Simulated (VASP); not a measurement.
# CdWF6 (R-3) in VASP: relaxation of cell and atoms with PBEsol

Aim: the relaxation of cell and atoms of CdWF6 with PBEsol.

Everything below comes from runs of VASP 6.6.1. Logs are shortened: lines on timing, memory, paths and dates and some standing lists are left out, and cuts for length are marked.

**1. The cell of the first run**

It takes space group R-3 (No. 148, trigonal). The conventional cell has a = 5.152 Å, b = 5.152 Å, c = 14.107 Å, α = 90.00°, β = 90.00°, γ = 120.00°. Cd (site symmetry -3) has 6 F at 2.24 Å within 3.0 Å. Within 2.5 Å of W (site symmetry -3) lie 6 F at 1.85 Å. F (site symmetry 1) has 1 W at 1.85 Å and 1 Cd at 2.24 Å within 2.5 Å.

**2. Relaxation of cell and atoms, PBEsol**

INCAR reads:

```
SYSTEM = CdWF6
  ALGO = Normal
  EDIFF = 1E-7
  EDIFFG = -0.03
  ENCUT = 700
  GGA = PS
  GGA_COMPAT = .FALSE.
  IBRION = 2
  ISIF = 3
  ISMEAR = -1
  LASPH = .TRUE.
  LCHARG = .FALSE.
  LREAL = .FALSE.
  LWAVE = .FALSE.
  NELM = 120
  NELMIN = 4
  NSW = 80
  PREC = Accurate
  SIGMA = 0.0114
```

KPOINTS reads:

```
k-points
0
G
  4 4 4
  0 0 0
```

POSCAR reads:

```
CdWF6
1.0
    2.5759183900      4.4616208200      0.0000000000
   -2.5759183900      4.4616208200      0.0000000000
    0.0000000000     -2.9744142100      4.7024742300
Cd W F
1 1 6
Direct
    0.5000000000      0.5000000000      0.5000000000
    0.0000000000      0.0000000000      0.0000000000
    0.2200000000      0.6300000000      0.7750000000
    0.9250000000      0.2200000000      0.7750000000
    0.6300000000      0.9250000000      0.7750000000
    0.7800000000      0.3700000000      0.2250000000
    0.0750000000      0.7800000000      0.2250000000
    0.3700000000      0.0750000000      0.2250000000
```

Potentials or basis: VASP PAW PBE potentials, release 64 (Cd_sv_GW, W_sv, F).

Started as:

```sh
$ cat potpaw_PBE.64/Cd_sv_GW/POTCAR potpaw_PBE.64/W_sv/POTCAR potpaw_PBE.64/F/POTCAR > POTCAR
$ mpirun -np 1 vasp_std > vasp.out
```

OUTCAR:

```text
SYSTEM = CdWF6
   EDIFF = 1E-7
   EDIFFG = -0.03
   ENCUT = 700
   GGA = PS
   IBRION = 2
   ISIF = 3
   ISMEAR = -1
   LASPH = .TRUE.
   LREAL = .FALSE.
   NELM = 120
   NELMIN = 4
   NSW = 80
   PREC = Accurate

 ion  position               nearest neighbor table
   1  0.500  0.500  0.500-   5 2.24   8 2.24   6 2.24   3 2.24   7 2.24   4 2.24
   2  0.000  0.000  0.000-   5 1.85   8 1.85   7 1.85   4 1.85   3 1.85   6 1.85
   3  0.220  0.630  0.775-   2 1.85   1 2.24
   4  0.925  0.220  0.775-   2 1.85   1 2.24
   5  0.630  0.925  0.775-   2 1.85   1 2.24
   6  0.780  0.370  0.225-   2 1.85   1 2.24
   7  0.075  0.780  0.225-   2 1.85   1 2.24
   8  0.370  0.075  0.225-   2 1.85   1 2.24

  LATTYP: Found a trigonal (rhomboedric) cell.
 ALAT       =     5.5642073053
 COS(alpha) =     0.5713650390

  Lattice vectors:

 A1 = (   2.5759183900,   1.4872066100,   4.7024742300)
 A2 = (  -2.5759183900,   1.4872066100,   4.7024742300)
 A3 = (   0.0000000000,  -2.9744142100,   4.7024742300)

Analysis of symmetry for initial positions (statically):
=====================================================================
 Subroutine PRICEL returns:
 Original cell was already a primitive cell.

 Routine SETGRP: Setting up the symmetry group for a
 trigonal (rhombohedral) supercell.

 Subroutine GETGRP returns: Found  6 space group operations
 (whereof  6 operations were pure point group operations)
 out of a pool of 12 trial point group operations.

The static configuration has the point symmetry S_6 .

Analysis of symmetry for dynamics (positions and initial velocities):
=====================================================================
 Subroutine PRICEL returns:
 Original cell was already a primitive cell.

 Routine SETGRP: Setting up the symmetry group for a
 trigonal (rhombohedral) supercell.

 Subroutine GETGRP returns: Found  6 space group operations
 (whereof  6 operations were pure point group operations)
 out of a pool of 12 trial point group operations.

The dynamic configuration has the point symmetry S_6 .

 Subroutine INISYM returns: Found  6 space group operations
 (whereof  6 operations are pure point group operations),
 and found     1 'primitive' translations

----------------------------------------------------------------------------------------

                                     Primitive cell

  volume of cell :     108.0889

  direct lattice vectors                    reciprocal lattice vectors
     2.575918390  4.461620820  0.000000000     0.194105528  0.112066897  0.070884678
    -2.575918390  4.461620820  0.000000000    -0.194105528  0.112066897  0.070884678
     0.000000000 -2.974414210  4.702474230     0.000000000  0.000000000  0.212654010

  length of vectors
     5.151836167  5.151836167  5.564207381     0.235075696  0.235075696  0.212654010

  position of ions in fractional coordinates (direct lattice)
     0.500000000  0.500000000  0.500000000
     0.000000000  0.000000000  0.000000000
     0.220000000  0.630000000  0.775000000
     0.925000000  0.220000000  0.775000000
     0.630000000  0.925000000  0.775000000
     0.780000000  0.370000000  0.225000000
     0.075000000  0.780000000  0.225000000
     0.370000000  0.075000000  0.225000000

  ion indices of the primitive-cell ions
   primitive index   ion index
                 1           1
                 2           2
                 3           3
                 4           4
                 5           5
                 6           6
                 7           7
                 8           8

----------------------------------------------------------------------------------------

 KPOINTS: k-points

Automatic generation of k-mesh.
 Grid dimensions read from file:
 generate k-points for:    4    4    4

 Generating k-lattice:

  Cartesian coordinates                     Fractional coordinates (reciprocal lattice)
     0.048526382  0.028016724  0.017721169     0.250000000  0.000000000  0.000000000
    -0.048526382  0.028016724  0.017721169     0.000000000  0.250000000  0.000000000
     0.000000000  0.000000000  0.053163502     0.000000000  0.000000000  0.250000000

  Length of vectors
     0.058768924  0.058768924  0.053163502

  Shift w.r.t. Gamma in fractional coordinates (k-lattice)
     0.000000000  0.000000000  0.000000000

 Subroutine IBZKPT returns following result:
 ===========================================

 Found     14 irreducible k-points:

 Following reciprocal coordinates:
            Coordinates               Weight
  0.000000  0.000000  0.000000      1.000000
  0.250000  0.000000  0.000000      6.000000
  0.500000  0.000000  0.000000      3.000000
  0.250000  0.250000  0.000000      6.000000
  0.500000  0.250000  0.000000      6.000000
 -0.250000  0.250000 -0.250000      6.000000
 -0.250000  0.250000  0.000000      6.000000
  0.500000  0.500000  0.000000      3.000000
  0.000000  0.000000  0.250000      2.000000
  0.250000  0.000000  0.250000      6.000000
  0.500000  0.000000  0.250000      6.000000
  0.250000  0.250000  0.250000      6.000000
  0.500000  0.250000  0.250000      6.000000
  0.000000  0.000000  0.500000      1.000000
   k-points           NKPTS =     14   k-points in BZ     NKDIM =     14   number of bands    NBANDS=     45
   number of dos      NEDOS =    301   number of ions     NIONS =      8
   total plane-waves  NPLWV = 110592
   dimension x,y,z NGX =    48 NGY =   48 NGZ =   48
   dimension x,y,z NGXF=    96 NGYF=   96 NGZF=   96
   ions per type =               1   1   6
   NGX,Y,Z   is equivalent  to a cutoff of  15.49, 15.49, 14.34 a.u.
   NGXF,Y,Z  is equivalent  to a cutoff of  30.98, 30.98, 28.68 a.u.
 SYSTEM =  CdWF6
   PREC   = accura    normal or accurate (medium, high low for compatibility)
   ISTART =      0    job   : 0-new  1-cont  2-samecut
   ICHARG =      2    charge: 1-file 2-atom 10-const
   ISPIN  =      1    spin polarized calculation?
   LNONCOLLINEAR =      F non collinear calculations
   LSORBIT =      F    spin-orbit coupling
   LASPH  =      T    aspherical Exc in radial PAW
   ENCUT  =  700.0 eV  51.45 Ry    7.17 a.u.  11.11 11.11 12.00*2*pi/ulx,y,z
   NELM   =    120;   NELMIN=  4; NELMDL= -5     # of ELM steps
   EDIFF  = 0.1E-06   stopping-criterion for ELM
   LREAL  =      F    real-space projection
   EDIFFG = -.3E-01   stopping-criterion for IOM
   NSW    =     80    number of steps for IOM
   IBRION =      2    ionic relax: 0-MD 1-quasi-New 2-CG
   NFREE  =      1    steps in history (QN), initial steepest desc. (CG)
   ISIF   =      3    stress and relaxation
   ISYM   =      2    0-nonsym 1-usesym 2-fastsym
   POTIM  = 0.5000    time-step for ionic-motion
   TEBEG  =    0.0;   TEEND  =   0.0 temperature during run
   PSTRESS=    0.0 pullay stress
   NELECT =      76.0000    total number of electrons
   NUPDOWN=      -1.0000    fix difference up-down
   EMIN   =  10.00;   EMAX   =-10.00  energy-range for DOS
   EFERMI =   0.00;   METHOD = LEGACY
   ISMEAR =    -1;   SIGMA  =   0.01  broadening in eV -4-tet -1-fermi 0-gaus
   EFERMI_NEDOS =   21; number of points for ismear=-14 and -15
   IALGO  =     38    algorithm
   IMIX   =      4    mixing-type and parameters
     AMIX     =   0.40;   BMIX     =  1.00
     AMIX_MAG =   1.60;   BMIX_MAG =  1.00
  volume/ion in A,a.u.               =      13.51        91.18
  Fermi-wavevector in a.u.,A,eV,Ry     =   1.455746  2.750961 28.833422  2.119197
  Thomas-Fermi vector in A             =   2.572745
   LORBIT       =      0    0 simple, 1 ext, 2 COOP (PROOUT), +10 PAW based schemes
   GGA     = PS    functional components
   LHFCALC =     F    Hartree Fock is set to
   AEXX    =    0.0000 exact exchange contribution
   IVDW    =     0    specifies the selected vdW correction
   LEPSILON=     F    determine dielectric tensor
   LRPA    =     F    only Hartree local field effects (RPA)
 conjugate gradient relaxation of ions
 non-spin polarized calculation
  energy-cutoff  :      700.00
  volume of cell :      108.09
 maximum number of plane-waves:      4564
 NGX is ok and might be reduce to    48
   NGX = 23   NGY = 23   NGZ = 25

--------------------------------------- Ionic step        1  -------------------------------------------

 number of electron      76.0000012 magnetization

 Free energy of the ion-electron system (eV)
  ---------------------------------------------------
  ext. energy  EPLUGINS =         0.00000000
  ---------------------------------------------------
  free energy    TOTEN  =       -43.03612014 eV

  energy without entropy =      -43.03116659  energy(sigma->0) =      -43.03364337

 E-fermi :   4.8430     XC(G=0): -10.0026

 val. band max:        4.8424685572   @ k =  -0.2500   0.2500   0.0000
 cond. band min:       4.8450536128   @ k =   0.0000   0.0000   0.5000
 fundamental gap:      0.0025850556
 Fermi energy:         4.8429689020

 k-point     1 :       0.0000    0.0000    0.0000
  band No.  band energies     occupation
      1     -98.5144      2.00000
      2     -72.0912      2.00000
      3     -59.6421      2.00000
      4     -59.6420      2.00000
      5     -59.6420      2.00000
      6     -36.8127      2.00000
[... 780 lines left out ...]
  FREE ENERGIE OF THE ION-ELECTRON SYSTEM (eV)
  ---------------------------------------------------
  free  energy   TOTEN  =       -44.0083524991 eV

  energy  without entropy=      -44.0010423748  energy(sigma->0) =      -44.00469744

[... ionic steps 4 to 13 ...]

--------------------------------------- Ionic step       14  -------------------------------------------

 number of electron      75.9999990 magnetization

------------------------ aborting loop because EDIFF is reached ----------------------------------------

  FORCE on cell =-STRESS in cart. coord.  units (eV):
  Direction    XX          YY          ZZ          XY          YZ          ZX
  --------------------------------------------------------------------------------------
  -------------------------------------------------------------------------------------
  Total       -0.0806674     -0.0806674      0.0897398      0.0000002     -0.0000000      0.0000000
  in kB       -1.0712977     -1.0712973      1.1917827      0.0000021     -0.0000001      0.0000000
  external PRESSURE =      -0.3169374 kB  Pullay stress =       0.0000000 kB
[... 69 lines left out ...]
  energy  without entropy=      -44.0661309713  energy(sigma->0) =      -44.06784628

--------------------------------------- Ionic step       16  -------------------------------------------

 number of electron      75.9999987 magnetization

 Free energy of the ion-electron system (eV)
  ---------------------------------------------------
  ext. energy  EPLUGINS =         0.00000000
  ---------------------------------------------------
  free energy    TOTEN  =       -44.07001590 eV

  energy without entropy =      -44.06611854  energy(sigma->0) =      -44.06806722

 E-fermi :   3.1142     XC(G=0):  -9.4025

 val. band max:        3.1138852351   @ k =  -0.2500   0.2500   0.0000
 cond. band min:       3.1465737948   @ k =   0.5000   0.0000   0.0000
 fundamental gap:      0.0326885597
 Fermi energy:         3.1141507228

 k-point     1 :       0.0000    0.0000    0.0000
  band No.  band energies     occupation
      1     -99.7875      2.00000
      2     -73.7385      2.00000
      3     -60.9100      2.00000
      4     -60.9100      2.00000
      5     -60.8924      2.00000
      6     -38.1967      2.00000
[... 696 lines left out ...]
  FREE ENERGIE OF THE ION-ELECTRON SYSTEM (eV)
  ---------------------------------------------------
  free  energy   TOTEN  =       -44.0700158982 eV

  energy  without entropy=      -44.0661185441  energy(sigma->0) =      -44.06806722

 reached required accuracy - stopping structural energy minimisation
```

It took 35 min on 1 thread of Intel Xeon Platinum 8259CL at 2.50GHz (Skylake/Cascade Lake), shared host; peak memory 0.43 GiB.

What came out:

```
Free energy                           : -44.0700 eV
Relaxed volume                        : 15.23 Å³/atom
Relaxed cell                          : a = 5.195 Å, b = 5.195 Å, c = 6.012 Å, α = 115.60°, β = 115.60°, γ = 60.00°
Space group after relaxing (to 0.1 Å) : R-3 (No. 148)
Energy gained by relaxing             : 129.2 meV/atom
Ionic steps                           : 16
Pressure after relaxing               : -0.2 GPa
Largest force after relaxing          : 0.010 eV/Å
Band gap on the k mesh                : zero (bands 38 and 39 overlap by 0.14 eV)
```

Forces in eV/Å, atoms in the order of the input:
```
Cd   0.000  0.000  0.000
W    0.000  0.000  0.000
F    0.002 -0.009 -0.002
F    0.007  0.006 -0.002
F   -0.009  0.003 -0.002
F   -0.002  0.009  0.002
F   -0.007 -0.006  0.002
F    0.009 -0.003  0.002
```

The path:
| step | energy change (eV) | largest force (eV/Å) | pressure (GPa) | volume (Å³) |
| --- | --- | --- | --- | --- |
| 1 | 0.0000 | 2.7073 | 21.99 | 108.09 |
| 2 | 1.2563 | 2.4824 | -17.71 | 139.77 |
| 3 | -0.9722 | 0.2737 | -1.14 | 118.79 |
| 4 | -0.9777 | 0.1688 | -0.14 | 118.11 |
| 5 | -0.9781 | 0.1411 | 0.21 | 117.88 |
| 6 | -0.9917 | 0.1195 | 0.15 | 118.23 |
| 7 | -1.0190 | 0.0664 | -0.11 | 119.26 |
| 8 | -0.9930 | 0.2314 | -0.80 | 121.17 |
| 9 | -1.0233 | 0.0864 | -0.31 | 119.76 |
| 10 | -1.0234 | 0.0906 | -0.33 | 119.83 |
| 11 | -1.0220 | 0.1514 | 1.15 | 119.07 |
| 12 | -1.0246 | 0.0593 | 0.27 | 119.52 |
| 13 | -1.0273 | 0.0517 | 0.19 | 119.80 |
| 14 | -1.0324 | 0.0323 | -0.03 | 120.64 |
| 15 | -1.0334 | 0.0196 | -0.34 | 122.28 |
| 16 | -1.0339 | 0.0096 | -0.25 | 121.80 |

Final structure:
```
Cd W F
1.0
     2.59775    4.49943    0.00000
    -2.59775    4.49943    0.00000
     0.00000   -2.99962    5.21031
Cd W F
1 1 6
Direct
  0.50000 0.50000 0.50000
  0.00000 0.00000 0.00000
  0.22254 0.62564 0.77536
  0.92718 0.22254 0.77536
  0.62564 0.92718 0.77536
  0.77746 0.37436 0.22464
  0.07282 0.77746 0.22464
  0.37436 0.07282 0.22464
```

Caveat: the k points lie up to 0.36 Å⁻¹ apart in the final cell; the PAW data sets were made with another functional, which shifts forces and pressure a little; spin-orbit coupling is left out, which moves the levels of the heavy elements.

The gap in the log of VASP goes by the Fermi energy; the results here count the filled bands.